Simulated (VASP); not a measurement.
Set up this calculation in VASP 6.6.1, as the native input.

| Quantity | Value |
| --- | --- |
| Task | single point |
| Functional | PBEsol |
| Potentials or basis | VASP PAW PBE potentials, release 64 (W_sv, Si) |
| Cutoff | 520 eV |
| k mesh | 14 × 14 × 14 |
| Occupations | gaussian, width 0.1 eV |
| Spin | no spin polarisation |
| Dipole correction | no |
| Further INCAR settings | ALGO = Normal; EDIFF = 1e-07; NBANDS = 16 |

The structure of SiW lies in POSCAR:

```
SiW
1.0
    0.0000000000      2.7631810472      2.7631810472
    2.7631810472      0.0000000000      2.7631810472
    2.7631810472      2.7631810472      0.0000000000
W Si
1 1
Direct
    0.0000000000      0.0000000000      0.0000000000
    0.2500000000      0.2500000000      0.2500000000
```

The input as run:

INCAR

```
SYSTEM = SiW
ALGO = Normal
EDIFF = 1E-7
ENCUT = 520
GGA = PS
ISIF = 2
ISMEAR = 0
LASPH = .True.
LCHARG = .False.
LREAL = .False.
LWAVE = .False.
NBANDS = 16
NELM = 60
PREC = Accurate
SIGMA = 0.1
```

KPOINTS

```
k-points
0
Gamma
  14 14 14
  0 0 0
```

Potentials or basis: VASP PAW PBE potentials, release 64 (W_sv, Si).

Command:

```console
$ cat potpaw_PBE.64/W_sv/POTCAR potpaw_PBE.64/Si/POTCAR > POTCAR
$ mpirun -np 1 vasp_std > vasp.out
```

It gave:

* Pressure: 0.1 GPa
* Band gap on the k mesh: zero (band 9 reaches 6.22 eV, above the bottom of band 10 at 5.52 eV)

Caveat: the PAW data sets were made with another functional, which shifts forces and pressure a little; spin-orbit coupling is left out, which moves the levels of the heavy elements.

Run time: 99 s on 1 thread of Intel(R) Xeon(R) Platinum 8259CL CPU @ 2.50GHz (Skylake/Cascade Lake), on a shared host, peak memory 0.21 GiB.
